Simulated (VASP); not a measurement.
# Au (I4/mmm) in VASP: a series of runs

Au is run at these levels: PBEsol; tasks: single point.

All numbers are computed with VASP 6.6.1; they aren't measurements. Logs are shortened: lines on timing, memory, paths and dates and some standing lists are left out, and cuts for length are marked.

### Step 1. The cell of the first run

The structure is tetragonal, space group I4/mmm (No. 139). The conventional cell has a = 3.339 Å, b = 3.339 Å, c = 3.070 Å, α = 90.00°, β = 90.00°, γ = 90.00°. Within 3.7 Å of Au (site symmetry 4/mmm) lie 14 Au at 2.82 to 3.34 Å.

### Step 2. Single point, PBEsol

Contents of INCAR:

```
PREC = Accurate
ENCUT = 520
EDIFF = 1E-6
ISMEAR = 0
SIGMA = 0.15
LREAL = F
LASPH = T
NELM = 60
ALGO = Fast
ISIF = 2
LWAVE = F
LCHARG = F
GGA = PS
NBANDS = 12
```

Contents of KPOINTS:

```
regular mesh
0
Gamma
  22 22 22
```

Contents of POSCAR:

```
Au
1.0
    0.0000000000      2.3613572597      1.5348822188
    2.3613572597      0.0000000000      1.5348822188
    2.3613572597      2.3613572597      0.0000000000
Au
1
Direct
    0.0000000000      0.0000000000      0.0000000000
```

Potentials or basis: VASP PAW PBE potentials, release 64 (Au).

Command:

```bash
$ cat potpaw_PBE.64/Au/POTCAR > POTCAR
$ mpirun -np 1 vasp_std > vasp.out
```

OUTCAR:

```text
PREC = Accurate
   ENCUT = 520
   EDIFF = 1E-6
   ISMEAR = 0
   LREAL = F
   LASPH = T
   NELM = 60
   ISIF = 2
   GGA = PS

 ion  position               nearest neighbor table
   1  0.000  0.000  0.000-

  LATTYP: Found a body centered tetragonal cell.
 ALAT       =     3.3394634623
 C/A-ratio  =     0.9192388155

  Lattice vectors:

 A1 = (   0.0000000000,  -2.3613572597,  -1.5348822188)
 A2 = (   0.0000000000,   2.3613572597,  -1.5348822188)
 A3 = (   2.3613572597,   0.0000000000,   1.5348822188)

Analysis of symmetry for initial positions (statically):
=====================================================================
 Subroutine PRICEL returns:
 Original cell was already a primitive cell.

 Routine SETGRP: Setting up the symmetry group for a
 body centered tetragonal supercell.

 Subroutine GETGRP returns: Found 16 space group operations
 (whereof 16 operations were pure point group operations)
 out of a pool of 16 trial point group operations.

The static configuration has the point symmetry D_4h.

Analysis of symmetry for dynamics (positions and initial velocities):
=====================================================================
 Subroutine PRICEL returns:
 Original cell was already a primitive cell.

 Routine SETGRP: Setting up the symmetry group for a
 body centered tetragonal supercell.

 Subroutine GETGRP returns: Found 16 space group operations
 (whereof 16 operations were pure point group operations)
 out of a pool of 16 trial point group operations.

The dynamic configuration has the point symmetry D_4h.

 Subroutine INISYM returns: Found 16 space group operations
 (whereof 16 operations are pure point group operations),
 and found     1 'primitive' translations

----------------------------------------------------------------------------------------

                                     Primitive cell

  volume of cell :      17.1170

  direct lattice vectors                    reciprocal lattice vectors
     0.000000000  2.361357260  1.534882219    -0.211742631  0.211742631  0.325757895
     2.361357260  0.000000000  1.534882219     0.211742631 -0.211742631  0.325757895
     2.361357260  2.361357260  0.000000000     0.211742631  0.211742631 -0.325757895

  length of vectors
     2.816357849  2.816357849  3.339463462     0.442479480  0.442479480  0.442479480

  position of ions in fractional coordinates (direct lattice)
     0.000000000  0.000000000  0.000000000

  ion indices of the primitive-cell ions
   primitive index   ion index
                 1           1

----------------------------------------------------------------------------------------

 KPOINTS: regular mesh

Automatic generation of k-mesh.
 Grid dimensions read from file:
 generate k-points for:   22   22   22

 Generating k-lattice:

  Cartesian coordinates                     Fractional coordinates (reciprocal lattice)
    -0.009624665  0.009624665  0.014807177     0.045454545  0.000000000  0.000000000
     0.009624665 -0.009624665  0.014807177     0.000000000  0.045454545  0.000000000
     0.009624665  0.009624665 -0.014807177     0.000000000  0.000000000  0.045454545

  Length of vectors
     0.020112704  0.020112704  0.020112704

  Shift w.r.t. Gamma in fractional coordinates (k-lattice)
     0.000000000  0.000000000  0.000000000

 Subroutine IBZKPT returns following result:
 ===========================================

 Found    834 irreducible k-points:

 Following reciprocal coordinates:
            Coordinates               Weight
  0.000000  0.000000  0.000000      1.000000
  0.045455 -0.000000  0.000000      8.000000
  0.090909 -0.000000  0.000000      8.000000
  0.136364  0.000000  0.000000      8.000000
  0.181818  0.000000  0.000000      8.000000
  0.227273  0.000000  0.000000      8.000000
[... 16 lines left out ...]
  0.500000  0.045455  0.000000      8.000000
 -0.454545  0.045455  0.000000      8.000000
 [... further k-points ...]
   k-points           NKPTS =    834   k-points in BZ     NKDIM =    834   number of bands    NBANDS=     12
   number of dos      NEDOS =    301   number of ions     NIONS =      1
   total plane-waves  NPLWV =  16128
   dimension x,y,z NGX =    24 NGY =   24 NGZ =   28
   dimension x,y,z NGXF=    48 NGYF=   48 NGZF=   56
   ions per type =               1
   NGX,Y,Z   is equivalent  to a cutoff of  14.17, 14.17, 13.94 a.u.
   NGXF,Y,Z  is equivalent  to a cutoff of  28.33, 28.33, 27.88 a.u.
 SYSTEM =  unknown system
   PREC   = accura    normal or accurate (medium, high low for compatibility)
   ISTART =      0    job   : 0-new  1-cont  2-samecut
   ICHARG =      2    charge: 1-file 2-atom 10-const
   ISPIN  =      1    spin polarized calculation?
   LNONCOLLINEAR =      F non collinear calculations
   LSORBIT =      F    spin-orbit coupling
   LASPH  =      T    aspherical Exc in radial PAW
   ENCUT  =  520.0 eV  38.22 Ry    6.18 a.u.   5.24  5.24  6.21*2*pi/ulx,y,z
   NELM   =     60;   NELMIN=  2; NELMDL= -5     # of ELM steps
   EDIFF  = 0.1E-05   stopping-criterion for ELM
   LREAL  =      F    real-space projection
   EDIFFG = 0.1E-04   stopping-criterion for IOM
   NSW    =      0    number of steps for IOM
   IBRION =     -1    ionic relax: 0-MD 1-quasi-New 2-CG
   NFREE  =      0    steps in history (QN), initial steepest desc. (CG)
   ISIF   =      2    stress and relaxation
   ISYM   =      2    0-nonsym 1-usesym 2-fastsym
   POTIM  = 0.5000    time-step for ionic-motion
   TEBEG  =    0.0;   TEEND  =   0.0 temperature during run
   PSTRESS=    0.0 pullay stress
   NELECT =      11.0000    total number of electrons
   NUPDOWN=      -1.0000    fix difference up-down
   EMIN   =  10.00;   EMAX   =-10.00  energy-range for DOS
   EFERMI =   0.00;   METHOD = LEGACY
   ISMEAR =     0;   SIGMA  =   0.15  broadening in eV -4-tet -1-fermi 0-gaus
   EFERMI_NEDOS =   21; number of points for ismear=-14 and -15
   IALGO  =     68    algorithm
   IMIX   =      4    mixing-type and parameters
     AMIX     =   0.40;   BMIX     =  1.00
     AMIX_MAG =   1.60;   BMIX_MAG =  1.00
  volume/ion in A,a.u.               =      17.12       115.51
  Fermi-wavevector in a.u.,A,eV,Ry     =   1.412742  2.669696 27.155058  1.995840
  Thomas-Fermi vector in A             =   2.534459
   LORBIT       =      0    0 simple, 1 ext, 2 COOP (PROOUT), +10 PAW based schemes
   GGA     = PS    functional components
   LHFCALC =     F    Hartree Fock is set to
   AEXX    =    0.0000 exact exchange contribution
   IVDW    =     0    specifies the selected vdW correction
   LEPSILON=     F    determine dielectric tensor
   LRPA    =     F    only Hartree local field effects (RPA)
 non-spin polarized calculation
 RMM-DIIS sequential band-by-band and
 Gauss-broadening in eV      SIGMA  =   0.15
  energy-cutoff  :      520.00
  volume of cell :       17.12
 maximum number of plane-waves:       472
 NGX is ok and might be reduce to    24

 number of electron      10.9999999 magnetization

 Free energy of the ion-electron system (eV)
  ---------------------------------------------------
  ext. energy  EPLUGINS =         0.00000000
  ---------------------------------------------------
  free energy    TOTEN  =        -3.90682773 eV

  energy without entropy =       -3.90439916  energy(sigma->0) =       -3.90561345

 E-fermi :   9.2262     XC(G=0): -12.8597

 val. band max:        9.2139336309   @ k =  -0.1818   0.4091   0.2727
 cond. band min:       9.2283340634   @ k =  -0.2273   0.4091   0.1818
 fundamental gap:      0.0144004325
 Fermi energy:         9.2261566095

 k-point     1 :       0.0000    0.0000    0.0000
  band No.  band energies     occupation
      1      -0.6601      2.00000
      2       4.0200      2.00000
      3       4.6054      2.00000
      4       4.6054      2.00000
      5       5.8894      2.00000
      6       6.5983      2.00000
      7      25.1766      0.00000
      8      25.1766      0.00000
      9      26.8361      0.00000
     10      32.6057      0.00000
     11      32.6057      0.00000
     12      34.1127      0.00000

 k-point     2 :       0.0455   -0.0000    0.0000
  band No.  band energies     occupation
      1      -0.5811      2.00000
      2       4.0371      2.00000
      3       4.6020      2.00000
      4       4.6145      2.00000
      5       5.8951      2.00000
      6       6.5713      2.00000
      7      25.2218      0.00000
      8      25.2785      0.00000
      9      26.7813      0.00000
     10      31.7296      0.00000
     11      32.3641      0.00000
     12      33.5559      0.00000

 k-point     3 :       0.0909   -0.0000    0.0000
  band No.  band energies     occupation
      1      -0.3477      2.00000
      2       4.0550      2.00000
      3       4.5885      2.00000
      4       4.6768      2.00000
      5       5.9152      2.00000
      6       6.5005      2.00000
      7      25.3183      0.00000
      8      25.5770      0.00000
      9      26.5288      0.00000
     10      30.5800      0.00000
     11      31.6738      0.00000
     12      32.2108      0.00000
[... 286 lines left out ...]
 k-point    23 :       0.5000    0.0455    0.0000
  band No.  band energies     occupation
      1       2.0705      2.00000
      2       3.1594      2.00000
      3       6.0464      2.00000
      4       6.6041      2.00000
      5       7.8347      2.00000
      6       9.0680      1.86415
      7      13.0151      0.00000
      8      21.2618      0.00000
      9      22.2680      0.00000
     10      30.3046      0.00000
     11      31.1879      0.00000
     12      31.9739      0.00000

 k-point    24 :      -0.4545    0.0455    0.0000
  band No.  band energies     occupation
      1       2.0832      2.00000
      2       3.1860      2.00000
      3       6.1185      2.00000
      4       6.4243      2.00000
      5       7.7428      2.00000
      6       8.4923      2.00000
      7      13.8030      0.00000
      8      21.3807      0.00000
      9      22.4277      0.00000
     10      30.2134      0.00000
     11      31.0367      0.00000
     12      32.3766      0.00000

 [... further k-points ...]

------------------------ aborting loop because EDIFF is reached ----------------------------------------

  FORCE on cell =-STRESS in cart. coord.  units (eV):
  Direction    XX          YY          ZZ          XY          YZ          ZX
  --------------------------------------------------------------------------------------
  -------------------------------------------------------------------------------------
  Total       -0.0608685     -0.0608685     -0.1307551      0.0000000      0.0000000      0.0000000
  in kB       -5.6973741     -5.6973741    -12.2388507      0.0000000      0.0000000      0.0000000
  external PRESSURE =      -7.8778663 kB  Pullay stress =       0.0000000 kB

 VOLUME and BASIS-vectors are now :
 -----------------------------------------------------------------------------
  energy-cutoff  :      520.00
  volume of cell :       17.12
      direct lattice vectors                 reciprocal lattice vectors
     0.000000000  2.361357260  1.534882219    -0.211742631  0.211742631  0.325757895
     2.361357260  0.000000000  1.534882219     0.211742631 -0.211742631  0.325757895
     2.361357260  2.361357260  0.000000000     0.211742631  0.211742631 -0.325757895

 POSITION                                       TOTAL-FORCE (eV/Angst)
 -----------------------------------------------------------------------------------
      0.00000      0.00000      0.00000         0.000000      0.000000      0.000000
 -----------------------------------------------------------------------------------
    total drift:                               -0.000000     -0.000000     -0.000000

  FREE ENERGIE OF THE ION-ELECTRON SYSTEM (eV)
  ---------------------------------------------------
  free  energy   TOTEN  =        -3.9068277267 eV

  energy  without entropy=       -3.9043991642  energy(sigma->0) =       -3.90561345
```

Wall time 1.7 min (1 thread of AMD EPYC 9R45 (Zen 5), shared host); peak memory 0.25 GiB.

Results:

- Free energy: -3.9068 eV
- Pressure: -0.8 GPa
- Band gap on the k mesh: zero (an odd number of electrons rules out a gap without spin polarisation)

Caveat: the PAW data sets were made with another functional, which shifts forces and pressure a little; spin-orbit coupling is left out, which moves the levels of the heavy elements.

### Step 3. Single point, PBEsol

This run uses another cell than the first one, of the same volume but with other edges.

Contents of INCAR:

```
SYSTEM = Au
ALGO = Fast ; EDIFF = 1E-6
ENCUT = 520 ; GGA = PS
ISIF = 2 ; ISMEAR = 0
LASPH = .TRUE. ; LCHARG = .FALSE.
LREAL = .FALSE. ; LWAVE = .FALSE.
NBANDS = 12 ; NELM = 60
PREC = Accurate ; SIGMA = 0.15
```

Contents of KPOINTS:

```
k-points
0
G
  22 22 22
  0 0 0
```

Contents of POSCAR:

```
Au
1.0
    0.0000000000      1.7869088406      2.6803632609
    1.7869088406      0.0000000000      2.6803632609
    1.7869088406      1.7869088406      0.0000000000
Au
1
Direct
    0.0000000000      0.0000000000      0.0000000000
```

Potentials or basis: VASP PAW PBE potentials, release 64 (Au).

Command:

```bash
$ cat potpaw_PBE.64/Au/POTCAR > POTCAR
$ mpirun -np 1 vasp_std > vasp.out
```

Run time: 78 s. Hardware: 1 thread of AMD EPYC 9R45 (Zen 5), shared host; peak memory 0.25 GiB.

It converged, with:

```
Free energy            : -3.4256 eV
Pressure               : 20.2 GPa
Band gap on the k mesh : zero (an odd number of electrons rules out a gap without spin polarisation)
```

Stress tensor (GPa, compression positive):
```
 35.44   0.00   0.00
  0.00  35.44   0.00
  0.00   0.00 -10.19
```

Levels at points of the mesh, in eV from the Fermi level:
```csv
k point,band 2,band 3,band 4,band 5,band 6,band 7,band 8,band 9,band 10,band 11
"(0.00, 0.00, 0.00)",-7.15,-5.48,-2.81,-2.81,-1.28,12.49,16.85,20.75,20.75,21.91
"(0.50, 0.00, 0.00)",-6.19,-3.44,-2.10,-1.90,-0.40,4.51,9.75,18.56,19.31,22.98
"(0.50, 0.50, 0.00)",-7.54,-1.91,-1.74,-1.74,-1.15,0.59,15.54,15.54,21.99,23.67
"(0.50, 0.00, 0.50)",-5.99,-3.63,-2.42,0.46,4.04,9.14,9.31,10.12,17.84,18.13
```

Caveat: the stress differs along the axes, from -10 to 35 GPa; the PAW data sets were made with another functional, which shifts forces and pressure a little; spin-orbit coupling is left out, which moves the levels of the heavy elements.
